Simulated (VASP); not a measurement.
Wanted: the native input for a VASP 6.6.1 run.

| Quantity | Value |
| --- | --- |
| Task | single point |
| Functional | PBE |
| Potentials or basis | VASP PAW PBE potentials, release 64 (Ta_pv, V_sv, N) |
| Cutoff | 520 eV |
| k mesh | 6 × 6 × 4 |
| Occupations | gaussian, width 0.1 eV |
| Spin | collinear spin, ferromagnetic start |
| Starting moments | [0.0, 2.0, 0.0, 0.0] μB |
| Dipole correction | no |
| Further INCAR settings | ALGO = Normal; EDIFF = 1e-07; NBANDS = 29 |

The structure of TaVN2 lies in POSCAR:

```
TaVN2
1.0
    3.0498669100      0.0000000000      0.0000000000
    0.0000000000      3.0498669100      0.0000000000
    0.0000000000      0.0000000000      4.2960619900
Ta V N
1 1 2
Direct
    0.0000000000      0.0000000000      0.0000000000
    0.5000000000      0.5000000000      0.5000000000
    0.0000000000      0.0000000000      0.5000000000
    0.5000000000      0.5000000000      0.0000000000
```

One way to write it, as run:

INCAR

```
PREC     = Accurate       # precision mode
ENCUT    = 520            # plane-wave cutoff, eV
EDIFF    = 1E-7           # SCF threshold, eV
ISMEAR   = 0              # smearing method
SIGMA    = 0.1            # smearing width, eV
LREAL    = F              # projectors in reciprocal space
LASPH    = T              # aspherical terms in the spheres
NELM     = 150            # most SCF steps
ALGO     = Normal         # electronic algorithm
ISIF     = 2              # what is computed and relaxed
LWAVE    = F              # write WAVECAR
LCHARG   = T              # write CHGCAR
ISPIN    = 2              # spin polarisation
MAGMOM   = 0 2 0 0        # initial moments
LORBIT   = 11             # projections on sites
LMAXMIX  = 4              # l up to which the mixer works
GGA      = PE             # functional
LELF     = T              # ELF
LVHAR    = T            
NBANDS   = 29             # bands
```

KPOINTS

```
Automatic mesh
0
Gamma
  6 6 4
```

Potentials or basis: VASP PAW PBE potentials, release 64 (Ta_pv, V_sv, N).

The run is started by

```sh
$ cat potpaw_PBE.64/Ta_pv/POTCAR potpaw_PBE.64/V_sv/POTCAR potpaw_PBE.64/N/POTCAR > POTCAR
$ mpirun -np 1 vasp_std > vasp.out
```

It gave:

```yaml
Pressure: -0.2 GPa
Net_moment: 1.15 μB per cell
Site_moments: Ta -0.08; V +1.12; N +0.02, +0.01 μB
Valence_electrons_inside_the_program's_atomic_spheres: Ta 8.94; V 11.56; N 3.74, 3.78
```

Caveat: the k points lie up to 0.37 Å⁻¹ apart.

It took 80 s on 1 thread of Intel Xeon 8259CL (shared host), peak memory 0.2 GiB.
